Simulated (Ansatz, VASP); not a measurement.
# Te2Pb3Se in VASP and in Ansatz

```
CELL_PARAMETERS angstrom
-2.28158 9.66652 2.31566
2.28158 -9.66652 2.31566
2.28158 9.66652 -2.31566
ATOMIC_POSITIONS crystal
Te 0.31993 0.98817 0.33176
Te 0.65641 0.98817 0.66824
Pb 0.16456 0.00347 0.16109
Pb 0.84238 0.00347 0.83891
Pb 0.55020 0.05020 0.50000
Se 0.97364 0.97364 0.00000
```

Alike in both runs: functional PBE; k mesh 8 × 8 × 8; no spin polarisation.

Ansatz relaxed the structure, and its values are those at the end. VASP's run is a single point on that final structure, the one shown.

```csv
,VASP,Ansatz
version,VASP 6.6.1,Ansatz 0.2.0
potentials or method,"VASP PAW PBE potentials, release 64 (Te, Pb_d, Se), cutoff 500 eV","scalar-relativistic, plane waves, PAW"
occupations,"gaussian, width 0.01 eV",fixed
valence electrons in the cell,60,90
```

VASP gave:

* gap on the k mesh at the Fermi level (eV): 0.73
* least direct gap on the mesh (eV): 0.73
* pressure (GPa): 0.0

**Question.** Estimate Ansatz's values.

**Answer.** gap on the k mesh at the Fermi level (eV): 0.72; least direct gap on the mesh (eV): 0.72; pressure (GPa): 0.0.

VASP's potentials hold 60 valence electrons a cell and Ansatz's 90, so a difference there can come from the potentials and not from the codes.

Neither program's run includes spin-orbit coupling.
